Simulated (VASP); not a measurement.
# Pt (Immm) in VASP: notebook

Pt is run at these levels: PBE; tasks: single point.

Program: VASP 6.6.1. These are calculated values, not measurements. Logs are shortened: lines on timing, memory, paths and dates and some standing lists are left out, and cuts for length are marked.

### 1 The cell of the first run

It takes space group Immm (No. 71, orthorhombic). The conventional cell has a = 2.686 Å, b = 2.852 Å, c = 3.916 Å, α = 90.00°, β = 90.00°, γ = 90.00°. Within 3.5 Å of Pt (site symmetry mmm) lie 12 Pt at 2.69 to 2.85 Å.

### 2 Single point, PBE (strain -0.0600 x Voigt [0, 0, 0, 0, 0, 1])

File INCAR:

```
ALGO = Fast
EDIFF = 1E-6
ENCUT = 520
GGA = PE
ISIF = 2
ISMEAR = 0
LASPH = T
LCHARG = F
LREAL = F
LWAVE = F
NBANDS = 11
NELM = 60
PREC = Accurate
SIGMA = 0.15
```

File KPOINTS:

```
k-points
0
Gamma
  20 20 20
```

File POSCAR:

```
Pt
1.0
   -0.0587370000      1.9579000000      1.9579000000
    1.9579000000     -0.0587370000      1.9579000000
    1.8991630000      1.8991630000      0.0000000000
Pt
1
Direct
    0.0000000000      0.0000000000      0.0000000000
```

Potentials or basis: VASP PAW PBE potentials, release 64 (Pt).

The run is started by

```console
$ cat potpaw_PBE.64/Pt/POTCAR > POTCAR
$ mpirun -np 1 vasp_std > vasp.out
```

OUTCAR:

```text
EDIFF = 1E-6
   ENCUT = 520
   GGA = PE
   ISIF = 2
   ISMEAR = 0
   LASPH = T
   LREAL = F
   NELM = 60
   PREC = Accurate

 ion  position               nearest neighbor table
   1  0.000  0.000  0.000-

  LATTYP: Found a body centered orthorhombic cell.
 ALAT       =     2.6858220718
 B/A-ratio  =     1.0618556701
 C/A-ratio  =     1.4579521262

  Lattice vectors:

 A1 = (   0.0587370000,  -1.9579000000,  -1.9579000000)
 A2 = (  -0.0587370000,   1.9579000000,  -1.9579000000)
 A3 = (   1.9579000000,  -0.0587370000,   1.9579000000)

Analysis of symmetry for initial positions (statically):
=====================================================================
 Subroutine PRICEL returns:
 Original cell was already a primitive cell.

 Routine SETGRP: Setting up the symmetry group for a
 body centered orthorhombic supercell.

 Subroutine GETGRP returns: Found  8 space group operations
 (whereof  8 operations were pure point group operations)
 out of a pool of  8 trial point group operations.

The static configuration has the point symmetry D_2h.

Analysis of symmetry for dynamics (positions and initial velocities):
=====================================================================
 Subroutine PRICEL returns:
 Original cell was already a primitive cell.

 Routine SETGRP: Setting up the symmetry group for a
 body centered orthorhombic supercell.

 Subroutine GETGRP returns: Found  8 space group operations
 (whereof  8 operations were pure point group operations)
 out of a pool of  8 trial point group operations.

The dynamic configuration has the point symmetry D_2h.

 Subroutine INISYM returns: Found  8 space group operations
 (whereof  8 operations are pure point group operations),
 and found     1 'primitive' translations

----------------------------------------------------------------------------------------

                                     Primitive cell

  volume of cell :      14.9972

  direct lattice vectors                    reciprocal lattice vectors
    -0.058737000  1.957900000  1.957900000    -0.247937532  0.247937532  0.255375658
     1.957900000 -0.058737000  1.957900000     0.247937532 -0.247937532  0.255375658
     1.899163000  1.899163000  0.000000000     0.263273874  0.263273874 -0.255375658

  length of vectors
     2.769511664  2.769511664  2.685822072     0.433777323  0.433777323  0.451489747

  position of ions in fractional coordinates (direct lattice)
     0.000000000  0.000000000  0.000000000

  ion indices of the primitive-cell ions
   primitive index   ion index
                 1           1

----------------------------------------------------------------------------------------

 KPOINTS: k-points

Automatic generation of k-mesh.
 Grid dimensions read from file:
 generate k-points for:   20   20   20

 Generating k-lattice:

  Cartesian coordinates                     Fractional coordinates (reciprocal lattice)
    -0.012396877  0.012396877  0.012768783     0.050000000  0.000000000  0.000000000
     0.012396877 -0.012396877  0.012768783     0.000000000  0.050000000  0.000000000
     0.013163694  0.013163694 -0.012768783     0.000000000  0.000000000  0.050000000

  Length of vectors
     0.021688866  0.021688866  0.022574487

  Shift w.r.t. Gamma in fractional coordinates (k-lattice)
     0.000000000  0.000000000  0.000000000

 Subroutine IBZKPT returns following result:
 ===========================================

 Found   1166 irreducible k-points:

 Following reciprocal coordinates:
            Coordinates               Weight
  0.000000  0.000000  0.000000      1.000000
  0.050000  0.000000  0.000000      4.000000
  0.100000  0.000000  0.000000      4.000000
  0.150000  0.000000  0.000000      4.000000
  0.200000  0.000000  0.000000      4.000000
  0.250000 -0.000000  0.000000      4.000000
[... 16 lines left out ...]
 -0.400000  0.050000  0.000000      4.000000
 -0.350000  0.050000  0.000000      4.000000
 [... further k-points ...]
   k-points           NKPTS =   1166   k-points in BZ     NKDIM =   1166   number of bands    NBANDS=     11
   number of dos      NEDOS =    301   number of ions     NIONS =      1
   total plane-waves  NPLWV =  11520
   dimension x,y,z NGX =    24 NGY =   24 NGZ =   20
   dimension x,y,z NGXF=    48 NGYF=   48 NGZF=   40
   ions per type =               1
   NGX,Y,Z   is equivalent  to a cutoff of  14.41, 14.41, 12.38 a.u.
   NGXF,Y,Z  is equivalent  to a cutoff of  28.81, 28.81, 24.76 a.u.
 SYSTEM =  unknown system
   PREC   = accura    normal or accurate (medium, high low for compatibility)
   ISTART =      0    job   : 0-new  1-cont  2-samecut
   ICHARG =      2    charge: 1-file 2-atom 10-const
   ISPIN  =      1    spin polarized calculation?
   LNONCOLLINEAR =      F non collinear calculations
   LSORBIT =      F    spin-orbit coupling
   LASPH  =      T    aspherical Exc in radial PAW
   ENCUT  =  520.0 eV  38.22 Ry    6.18 a.u.   5.15  5.15  4.99*2*pi/ulx,y,z
   NELM   =     60;   NELMIN=  2; NELMDL= -5     # of ELM steps
   EDIFF  = 0.1E-05   stopping-criterion for ELM
   LREAL  =      F    real-space projection
   EDIFFG = 0.1E-04   stopping-criterion for IOM
   NSW    =      0    number of steps for IOM
   IBRION =     -1    ionic relax: 0-MD 1-quasi-New 2-CG
   NFREE  =      0    steps in history (QN), initial steepest desc. (CG)
   ISIF   =      2    stress and relaxation
   ISYM   =      2    0-nonsym 1-usesym 2-fastsym
   POTIM  = 0.5000    time-step for ionic-motion
   TEBEG  =    0.0;   TEEND  =   0.0 temperature during run
   PSTRESS=    0.0 pullay stress
   NELECT =      10.0000    total number of electrons
   NUPDOWN=      -1.0000    fix difference up-down
   EMIN   =  10.00;   EMAX   =-10.00  energy-range for DOS
   EFERMI =   0.00;   METHOD = LEGACY
   ISMEAR =     0;   SIGMA  =   0.15  broadening in eV -4-tet -1-fermi 0-gaus
   EFERMI_NEDOS =   21; number of points for ismear=-14 and -15
   IALGO  =     68    algorithm
   IMIX   =      4    mixing-type and parameters
     AMIX     =   0.40;   BMIX     =  1.00
     AMIX_MAG =   1.60;   BMIX_MAG =  1.00
  volume/ion in A,a.u.               =      15.00       101.21
  Fermi-wavevector in a.u.,A,eV,Ry     =   1.430226  2.702735 27.831349  2.045546
  Thomas-Fermi vector in A             =   2.550094
   LORBIT       =      0    0 simple, 1 ext, 2 COOP (PROOUT), +10 PAW based schemes
   GGA     = PE    functional components
   LHFCALC =     F    Hartree Fock is set to
   AEXX    =    0.0000 exact exchange contribution
   IVDW    =     0    specifies the selected vdW correction
   LEPSILON=     F    determine dielectric tensor
   LRPA    =     F    only Hartree local field effects (RPA)
 non-spin polarized calculation
 RMM-DIIS sequential band-by-band and
 Gauss-broadening in eV      SIGMA  =   0.15
  energy-cutoff  :      520.00
  volume of cell :       15.00
 maximum number of plane-waves:       417
 NGX is ok and might be reduce to    24
   NGX = 11   NGY = 11   NGZ =  9

 number of electron      10.0000000 magnetization

 Free energy of the ion-electron system (eV)
  ---------------------------------------------------
  ext. energy  EPLUGINS =         0.00000000
  ---------------------------------------------------
  free energy    TOTEN  =        -6.07286562 eV

  energy without entropy =       -6.05475143  energy(sigma->0) =       -6.06380852

 E-fermi :  11.3710     XC(G=0): -13.5208

 val. band max:       11.3698395373   @ k =  -0.4000   0.3500   0.1000
 cond. band min:      11.3714293046   @ k =   0.4500   0.4500   0.3000
 fundamental gap:      0.0015897673
 Fermi energy:        11.3709556784

 k-point     1 :       0.0000    0.0000    0.0000
  band No.  band energies     occupation
      1       1.0920      2.00000
      2       7.1988      2.00000
      3       7.4277      2.00000
      4       7.9312      2.00000
      5       9.7613      2.00000
      6       9.7943      2.00000
      7      25.9457      0.00000
      8      30.0582      0.00000
      9      31.0533      0.00000
     10      32.0133      0.00000
     11      36.3733      0.00000

 k-point     2 :       0.0500    0.0000    0.0000
  band No.  band energies     occupation
      1       1.1881      2.00000
      2       7.1892      2.00000
      3       7.4271      2.00000
      4       7.9685      2.00000
      5       9.7479      2.00000
      6       9.7786      2.00000
      7      26.0856      0.00000
      8      29.7345      0.00000
      9      31.0490      0.00000
     10      32.1557      0.00000
     11      36.9343      0.00000

 k-point     3 :       0.1000    0.0000    0.0000
  band No.  band energies     occupation
      1       1.4690      2.00000
      2       7.1333      2.00000
      3       7.4564      2.00000
      4       8.0674      2.00000
      5       9.7221      2.00000
      6       9.7461      2.00000
      7      26.4654      0.00000
      8      28.7405      0.00000
      9      31.3985      0.00000
     10      32.5740      0.00000
     11      37.9002      0.00000

 k-point     4 :       0.1500    0.0000    0.0000
  band No.  band energies     occupation
      1       1.9101      2.00000
      2       7.0404      2.00000
      3       7.5172      2.00000
      4       8.1870      2.00000
      5       9.7294      2.00000
      6       9.7367      2.00000
      7      26.8357      0.00000
      8      27.5702      0.00000
      9      32.1003      0.00000
     10      33.2400      0.00000
     11      36.7351      0.00000

 k-point     5 :       0.2000    0.0000    0.0000
  band No.  band energies     occupation
      1       2.4599      2.00000
      2       6.9906      2.00000
      3       7.5574      2.00000
      4       8.2618      2.00000
      5       9.8039      2.00000
      6       9.8381      2.00000
      7      25.7762      0.00000
      8      27.5917      0.00000
      9      33.0204      0.00000
     10      34.0941      0.00000
     11      35.3771      0.00000
[... 211 lines left out ...]
 k-point    21 :       0.5000    0.0500    0.0000
  band No.  band energies     occupation
      1       3.9675      2.00000
      2       7.1170      2.00000
      3       7.9452      2.00000
      4       9.9110      2.00000
      5      11.5293      0.13540
      6      11.8691      0.00000
      7      16.8963      0.00000
      8      25.9167      0.00000
      9      30.2595      0.00000
     10      31.1599      0.00000
     11      40.0179      0.00000

 k-point    22 :      -0.4500    0.0500    0.0000
  band No.  band energies     occupation
      1       3.9674      2.00000
      2       7.1236      2.00000
      3       7.9468      2.00000
      4       9.8911      2.00000
      5      11.4144      0.68228
      6      11.7439      0.00044
      7      17.1514      0.00000
      8      25.9523      0.00000
      9      30.1129      0.00000
     10      31.4774      0.00000
     11      39.5904      0.00000

 k-point    23 :      -0.4000    0.0500    0.0000
  band No.  band energies     occupation
      1       3.9512      2.00000
      2       7.1775      2.00000
      3       7.9934      2.00000
      4       9.2840      2.00000
      5      11.1416      1.96939
      6      11.3747      0.97208
      7      18.3791      0.00000
      8      26.1842      0.00000
      9      30.3640      0.00000
     10      32.2404      0.00000
     11      38.5784      0.00000

 k-point    24 :      -0.3500    0.0500    0.0000
  band No.  band energies     occupation
      1       3.8771      2.00000
      2       7.2678      2.00000
      3       8.0786      2.00000
      4       8.3882      2.00000
      5      10.7607      2.00000
      6      11.0353      1.99845
      7      20.0496      0.00000
      8      26.5895      0.00000
      9      30.9471      0.00000
     10      33.4040      0.00000
     11      37.0847      0.00000

 [... further k-points ...]
[... 5 lines left out ...]
  --------------------------------------------------------------------------------------
  -------------------------------------------------------------------------------------
  Total        1.2375804      1.2375804      0.9179573      0.5259793      0.0000000      0.0000000
  in kB      132.2128090    132.2128090     98.0669332     56.1912554      0.0000000      0.0000000
  external PRESSURE =     120.8308504 kB  Pullay stress =       0.0000000 kB

 VOLUME and BASIS-vectors are now :
 -----------------------------------------------------------------------------
  energy-cutoff  :      520.00
  volume of cell :       15.00
      direct lattice vectors                 reciprocal lattice vectors
    -0.058737000  1.957900000  1.957900000    -0.247937532  0.247937532  0.255375658
     1.957900000 -0.058737000  1.957900000     0.247937532 -0.247937532  0.255375658
     1.899163000  1.899163000  0.000000000     0.263273874  0.263273874 -0.255375658

 POSITION                                       TOTAL-FORCE (eV/Angst)
 -----------------------------------------------------------------------------------
      0.00000      0.00000      0.00000        -0.000000      0.000000      0.000000
 -----------------------------------------------------------------------------------
    total drift:                                0.000000      0.000000      0.000000

  FREE ENERGIE OF THE ION-ELECTRON SYSTEM (eV)
  ---------------------------------------------------
  free  energy   TOTEN  =        -6.0728656207 eV

  energy  without entropy=       -6.0547514253  energy(sigma->0) =       -6.06380852
```

It took 51 s on 1 thread of Intel Xeon 6975P-C (Granite Rapids), shared host; peak memory 0.3 GiB.

What came out:

```
Free energy            : -6.0729 eV
Pressure               : 12.1 GPa
Band gap on the k mesh : zero (band 5 reaches 11.96 eV, above the bottom of band 6 at 9.57 eV)
```

Caveat: the cell differs from its parent crystal (strain -0.0600 x Voigt [0, 0, 0, 0, 0, 1]); spin-orbit coupling is left out, which moves the levels of the heavy elements.

### 3 Single point, PBE (strain +0.0450 x Voigt [0, 0, 0, 0, 0, 1])

File INCAR:

```
SYSTEM = Pt
PREC = Accurate ; ENCUT = 520
EDIFF = 1E-6 ; ISMEAR = 0
SIGMA = 0.15 ; LREAL = .False.
LASPH = .True. ; NELM = 80
ALGO = Fast ; ISIF = 2
LWAVE = .False. ; LCHARG = .False.
GGA = PE ; NBANDS = 11
```

File KPOINTS:

```
regular mesh
0
Gamma
  20 20 20
  0 0 0
```

File POSCAR:

```
Pt
1.0
    0.0440527500      1.9579000000      1.9579000000
    1.9579000000      0.0440527500      1.9579000000
    2.0019527500      2.0019527500      0.0000000000
Pt
1
Direct
    0.0000000000      0.0000000000      0.0000000000
```

Potentials or basis: VASP PAW PBE potentials, release 64 (Pt).

The run is started by

```console
$ cat potpaw_PBE.64/Pt/POTCAR > POTCAR
$ mpirun -np 1 vasp_std > vasp.out
```

Wall time 56 s (1 thread of Intel Xeon 6975P-C (Granite Rapids), shared host); peak memory 0.31 GiB.

It converged, with:

```yaml
Free_energy: -6.0801 eV
Pressure: 11.6 GPa
Band_gap_on_the_k_mesh: zero (band 5 reaches 11.92 eV, above the bottom of band 6 at 9.57 eV)
```

Stress tensor (GPa, compression positive):
```
12.26 -4.08  0.00
-4.08 12.26  0.00
 0.00  0.00 10.30
```

Levels at points of the mesh, in eV from the Fermi level:
```
           k point  band 1  band 2  band 3  band 4  band 5  band 6  band 7  band 8  band 9  band 10
(0.00, 0.00, 0.00)  -10.28   -4.09   -3.89   -3.54   -1.63   -1.61   14.59   18.91   19.65    20.37
(0.50, 0.00, 0.00)   -7.33   -4.17   -3.66   -0.29   -0.04    0.21    6.23   14.03   18.38    19.01
(0.50, 0.50, 0.00)   -7.16   -6.67    0.02    0.47    0.53    1.77    8.93   10.59   12.27    20.10
(0.00, 0.00, 0.50)   -7.45   -4.13   -3.60   -0.68   -0.15    0.12    5.58   14.36   19.04    19.69
(0.50, 0.00, 0.50)   -7.14   -6.68   -0.05    0.48    0.55    1.78    8.97   11.41   11.43    20.22
```

Caveat: the cell differs from its parent crystal (strain +0.0450 x Voigt [0, 0, 0, 0, 0, 1]); spin-orbit coupling is left out, which moves the levels of the heavy elements.
